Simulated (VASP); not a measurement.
# TaN (Fm-3m) in VASP: notebook, part 2 of 2

VASP 6.6.1. Earlier steps stand in the parts before.

## Step 3: Electric field gradients, PBE (volume scaled by 1.02)

File INCAR:

```
ALGO     = Normal         # electronic algorithm
EDIFF    = 1E-8           # SCF threshold, eV
ENCUT    = 520            # plane-wave cutoff, eV
GGA      = PE             # functional
ISIF     = 2              # what is computed and relaxed
ISMEAR   = -1             # smearing method
LASPH    = T              # aspherical terms in the spheres
LCHARG   = F              # write CHGCAR
LEFG     = T            
LREAL    = F              # projectors in reciprocal space
LWAVE    = F              # write WAVECAR
NBANDS   = 15             # bands
NELM     = 60             # most SCF steps
PREC     = Accurate       # precision mode
SIGMA    = 0.02           # smearing width, eV
```

File KPOINTS:

```
k-points
0
Gamma
  9 9 9
```

File POSCAR:

```
TaN
1.0
    0.0000000000      2.1934308841      2.1934308841
    2.1934308841      0.0000000000      2.1934308841
    2.1934308841      2.1934308841      0.0000000000
Ta N
1 1
Direct
    0.5000000000      0.5000000000      0.5000000000
    0.0000000000      0.0000000000      0.0000000000
```

Potentials or basis: VASP PAW PBE potentials, release 64 (Ta_pv, N).

Command:

```
cat potpaw_PBE.64/Ta_pv/POTCAR potpaw_PBE.64/N/POTCAR > POTCAR
mpirun -np 1 vasp_std > vasp.out
```

OUTCAR:

```text
EDIFF = 1E-8
   ENCUT = 520
   GGA = PE
   ISIF = 2
   ISMEAR = -1
   LASPH = T
   LREAL = F
   NELM = 60
   PREC = Accurate

 ion  position               nearest neighbor table
   1  0.500  0.500  0.500-   2 2.19   2 2.19   2 2.19   2 2.19   2 2.19   2 2.19
   2  0.000  0.000  0.000-   1 2.19   1 2.19   1 2.19   1 2.19   1 2.19   1 2.19

  LATTYP: Found a face centered cubic cell.
 ALAT       =     4.3868617682

  Lattice vectors:

 A1 = (   0.0000000000,   2.1934308841,   2.1934308841)
 A2 = (   2.1934308841,   0.0000000000,   2.1934308841)
 A3 = (   2.1934308841,   2.1934308841,   0.0000000000)

Analysis of symmetry for initial positions (statically):
=====================================================================
 Subroutine PRICEL returns:
 Original cell was already a primitive cell.

 Routine SETGRP: Setting up the symmetry group for a
 face centered cubic supercell.

 Subroutine GETGRP returns: Found 48 space group operations
 (whereof 48 operations were pure point group operations)
 out of a pool of 48 trial point group operations.

The static configuration has the point symmetry O_h .

Analysis of symmetry for dynamics (positions and initial velocities):
=====================================================================
 Subroutine PRICEL returns:
 Original cell was already a primitive cell.

 Routine SETGRP: Setting up the symmetry group for a
 face centered cubic supercell.

 Subroutine GETGRP returns: Found 48 space group operations
 (whereof 48 operations were pure point group operations)
 out of a pool of 48 trial point group operations.

The dynamic configuration has the point symmetry O_h .

 Subroutine INISYM returns: Found 48 space group operations
 (whereof 48 operations are pure point group operations),
[... 165 lines left out ...]
     14      19.0384      0.00000
[... 401 lines left out ...]
      2     -26.4202      2.00000
      3     -26.4202      2.00000
      4      -7.9972      2.00000
      5       2.7209      2.00000
      6       4.1843      2.00000
      7       4.9360      2.00000
      8       4.9360      2.00000
      9      11.6923      0.00000
     10      13.1629      0.00000
     11      13.1629      0.00000
     12      14.0968      0.00000
     13      16.8763      0.00000
     14      18.8777      0.00000
     15      22.0099      0.00000

 [... further k-points ...]
[... 5 lines left out ...]
  --------------------------------------------------------------------------------------
  -------------------------------------------------------------------------------------
  Total        1.0374014      1.0374014      1.0374014     -0.0000000     -0.0000000      0.0000000
  in kB       78.7509035     78.7509035     78.7509035     -0.0000000     -0.0000000      0.0000000
  external PRESSURE =      78.7509035 kB  Pullay stress =       0.0000000 kB

 VOLUME and BASIS-vectors are now :
 -----------------------------------------------------------------------------
  energy-cutoff  :      520.00
  volume of cell :       21.11
      direct lattice vectors                 reciprocal lattice vectors
     0.000000000  2.193430884  2.193430884    -0.227953387  0.227953387  0.227953387
     2.193430884  0.000000000  2.193430884     0.227953387 -0.227953387  0.227953387
     2.193430884  2.193430884  0.000000000     0.227953387  0.227953387 -0.227953387

 POSITION                                       TOTAL-FORCE (eV/Angst)
 -----------------------------------------------------------------------------------
      2.19343      2.19343      2.19343        -0.000000     -0.000000     -0.000000
      0.00000      0.00000      0.00000         0.000000      0.000000      0.000000
 -----------------------------------------------------------------------------------
    total drift:                                0.000000     -0.000000     -0.000000

  FREE ENERGIE OF THE ION-ELECTRON SYSTEM (eV)
  ---------------------------------------------------
  free  energy   TOTEN  =       -21.8168941612 eV

  energy  without entropy=      -21.8157802592  energy(sigma->0) =      -21.81633721

 Electric field gradients (V/A^2)
---------------------------------------------------------------------
 ion       V_xx      V_yy      V_zz      V_xy      V_xz      V_yz
---------------------------------------------------------------------
   1      -0.000    -0.000    -0.000     0.000     0.000     0.000
   2       0.000    -0.000     0.000     0.000     0.000     0.000
---------------------------------------------------------------------

 Electric field gradients after diagonalization (V/A^2)
 (convention: |V_zz| > |V_xx| > |V_yy|)
----------------------------------------------------------------------
 ion       V_xx      V_yy      V_zz     asymmetry (V_yy - V_xx)/ V_zz
----------------------------------------------------------------------
   1      -0.000    -0.000     0.000       0.000
   2      -0.000    -0.000     0.000       0.000
----------------------------------------------------------------------

           NMR quadrupolar parameters

 Cq : quadrupolar parameter    Cq=e*Q*V_zz/h
 eta: asymmetry parameters     (V_yy - V_xx)/ V_zz
 Q  : nuclear electric quadrupole moment in mb (millibarn)
----------------------------------------------------------------------
 ion       Cq(MHz)       eta       Q (mb)
----------------------------------------------------------------------
   1       0.000       0.000       1.000
   2       0.000       0.000       1.000
----------------------------------------------------------------------
```

OSZICAR:

```text
N       E                     dE             d eps       ncg     rms          rms(c)
DAV:   1     0.920302836610E+02    0.92030E+02   -0.85423E+03  1058   0.112E+03
DAV:   2    -0.218708553697E+02   -0.11390E+03   -0.10729E+03  1288   0.308E+02
DAV:   3    -0.248274305957E+02   -0.29566E+01   -0.29352E+01  1218   0.460E+01
DAV:   4    -0.248404038915E+02   -0.12973E-01   -0.12971E-01  1309   0.317E+00
DAV:   5    -0.248404761069E+02   -0.72215E-04   -0.72215E-04  1232   0.222E-01    0.245E+01
DAV:   6    -0.218991726642E+02    0.29413E+01   -0.53783E+00  1247   0.265E+01    0.101E+01
DAV:   7    -0.218503009818E+02    0.48872E-01   -0.61260E-01  1176   0.612E+00    0.707E+00
DAV:   8    -0.218252880312E+02    0.25013E-01   -0.15073E-01  1169   0.325E+00    0.177E+00
DAV:   9    -0.218169408753E+02    0.83472E-02   -0.22008E-02  1246   0.123E+00    0.346E-01
DAV:  10    -0.218169282142E+02    0.12661E-04   -0.20124E-03  1176   0.423E-01    0.507E-02
DAV:  11    -0.218168945738E+02    0.33640E-04   -0.70324E-05  1155   0.100E-01    0.177E-02
DAV:  12    -0.218168946573E+02   -0.83450E-07   -0.62659E-06  1225   0.245E-02    0.821E-03
DAV:  13    -0.218168941348E+02    0.52244E-06   -0.21330E-07  1211   0.443E-03    0.220E-03
DAV:  14    -0.218168941717E+02   -0.36914E-07   -0.10918E-08   796   0.106E-03    0.263E-04
DAV:  15    -0.218168941612E+02    0.10543E-07   -0.14855E-09   693   0.403E-04    0.545E-05
DAV:  16    -0.218168941612E+02    0.27512E-10   -0.11913E-10   616   0.134E-04
   1 F= -.21816894E+02 E0= -.21816337E+02  d E =-.111390E-02
```

stdout:

```text
POSCAR found type information on POSCAR TaN
 POSCAR found :  2 types and       2 ions
 scaLAPACK will be used
 LDA part: xc-table for (Slater+PW92), standard interpolation
 POSCAR, INCAR and KPOINTS ok, starting setup
 FFT: planning ... GRIDC
 FFT: planning ... GRID_SOFT
 FFT: planning ... GRID
 WAVECAR not read
 entering main loop
ion   1

ion   2
```

Run time: 9.8 s. Hardware: 1 thread of Intel Xeon Platinum 8259CL at 2.50GHz (Skylake/Cascade Lake), shared host; peak memory 0.14 GiB.

What came out:

| Item | Value |
| --- | --- |
| Free energy | -21.8169 eV |
| Pressure | 7.9 GPa |
| Band gap on the k mesh | zero (band 8 reaches 11.20 eV, above the bottom of band 9 at 7.50 eV) |

Caveat: without QUAD_EFG the Cq values of the log hold for a quadrupole moment of 1 mb, not for the nuclei; spin-orbit coupling is left out, which moves the levels of the heavy elements.

## Step 4: Electric field gradients, PBE (volume scaled by 1.04)

File INCAR:

```
  ALGO = Normal
  EDIFF = 1E-8
  ENCUT = 520
  GGA = PE
  ISIF = 2
  ISMEAR = -1
  LASPH = T
  LCHARG = F
  LEFG = T
  LREAL = F
  LWAVE = F
  NBANDS = 15
  NELM = 100
  PREC = Accurate
  SIGMA = 0.02
```

KPOINTS is that of step 3.

File POSCAR:

```
TaN
1.0
    0.0000000000      2.2076743409      2.2076743409
    2.2076743409      0.0000000000      2.2076743409
    2.2076743409      2.2076743409      0.0000000000
Ta N
1 1
Direct
    0.5000000000      0.5000000000      0.5000000000
    0.0000000000      0.0000000000      0.0000000000
```

Potentials or basis: VASP PAW PBE potentials, release 64 (Ta_pv, N).

Command:

```
cat potpaw_PBE.64/Ta_pv/POTCAR potpaw_PBE.64/N/POTCAR > POTCAR
mpirun -np 1 vasp_std > vasp.out
```

OUTCAR:

```text
EDIFF = 1E-8
   ENCUT = 520
   GGA = PE
   ISIF = 2
   ISMEAR = -1
   LASPH = T
   LREAL = F
   NELM = 100
   PREC = Accurate

 ion  position               nearest neighbor table
   1  0.500  0.500  0.500-   2 2.21   2 2.21   2 2.21   2 2.21   2 2.21   2 2.21
   2  0.000  0.000  0.000-   1 2.21   1 2.21   1 2.21   1 2.21   1 2.21   1 2.21

  LATTYP: Found a face centered cubic cell.
 ALAT       =     4.4153486818

  Lattice vectors:

 A1 = (   0.0000000000,   2.2076743409,   2.2076743409)
 A2 = (   2.2076743409,   0.0000000000,   2.2076743409)
 A3 = (   2.2076743409,   2.2076743409,   0.0000000000)

Analysis of symmetry for initial positions (statically):
=====================================================================
 Subroutine PRICEL returns:
 Original cell was already a primitive cell.

 Routine SETGRP: Setting up the symmetry group for a
 face centered cubic supercell.

 Subroutine GETGRP returns: Found 48 space group operations
[... 618 lines left out ...]
  volume of cell :       21.52
      direct lattice vectors                 reciprocal lattice vectors
     0.000000000  2.207674341  2.207674341    -0.226482679  0.226482679  0.226482679
     2.207674341  0.000000000  2.207674341     0.226482679 -0.226482679  0.226482679
     2.207674341  2.207674341  0.000000000     0.226482679  0.226482679 -0.226482679

 POSITION                                       TOTAL-FORCE (eV/Angst)
 -----------------------------------------------------------------------------------
      2.20767      2.20767      2.20767         0.000000      0.000000     -0.000000
      0.00000      0.00000      0.00000         0.000000      0.000000      0.000000
 -----------------------------------------------------------------------------------
    total drift:                                0.000000     -0.000000     -0.000000

  FREE ENERGIE OF THE ION-ELECTRON SYSTEM (eV)
  ---------------------------------------------------
  free  energy   TOTEN  =       -21.8286767456 eV

  energy  without entropy=      -21.8275187202  energy(sigma->0) =      -21.82809773

 Electric field gradients (V/A^2)
---------------------------------------------------------------------
 ion       V_xx      V_yy      V_zz      V_xy      V_xz      V_yz
---------------------------------------------------------------------
   1      -0.000     0.000    -0.000    -0.000    -0.000    -0.000
   2       0.000     0.000    -0.000     0.000     0.000     0.000
---------------------------------------------------------------------

 Electric field gradients after diagonalization (V/A^2)
 (convention: |V_zz| > |V_xx| > |V_yy|)
----------------------------------------------------------------------
 ion       V_xx      V_yy      V_zz     asymmetry (V_yy - V_xx)/ V_zz
----------------------------------------------------------------------
   1       0.000     0.000    -0.000       0.000
   2      -0.000    -0.000     0.001       0.000
----------------------------------------------------------------------

           NMR quadrupolar parameters

 Cq : quadrupolar parameter    Cq=e*Q*V_zz/h
 eta: asymmetry parameters     (V_yy - V_xx)/ V_zz
 Q  : nuclear electric quadrupole moment in mb (millibarn)
----------------------------------------------------------------------
 ion       Cq(MHz)       eta       Q (mb)
----------------------------------------------------------------------
   1      -0.000       0.000       1.000
   2       0.000       0.000       1.000
----------------------------------------------------------------------
```

Wall time 9.5 s (1 thread of Intel Xeon Platinum 8259CL at 2.50GHz (Skylake/Cascade Lake), shared host); peak memory 0.14 GiB.

Results:

- Free energy: -21.8287 eV
- Pressure: 1.1 GPa
- Band gap on the k mesh: zero (band 8 reaches 10.93 eV, above the bottom of band 9 at 7.34 eV)

Caveat: without QUAD_EFG the Cq values of the log hold for a quadrupole moment of 1 mb, not for the nuclei; spin-orbit coupling is left out, which moves the levels of the heavy elements.

## Step 5: The runs side by side

```csv
cell,gap on the mesh (eV),pressure (GPa)
"a = 3.071 Å, angles 60.0°, 2 atoms",none,19.5
"a = 3.102 Å, angles 60.0°, 2 atoms",none,7.9
"a = 3.122 Å, angles 60.0°, 2 atoms",none,1.1
```

Alike in all rows: task electric field gradients; level PBE; potentials or basis VASP PAW PBE potentials, release 64 (Ta_pv, N); no spin polarisation; k mesh 9 × 9 × 9; cutoff (eV) 520; smearing fermi-dirac 0.02 eV.

Caveats: spin-orbit coupling is left out, which moves the levels of the heavy elements.

Absolute energies hang on the potentials; compare differences alone.
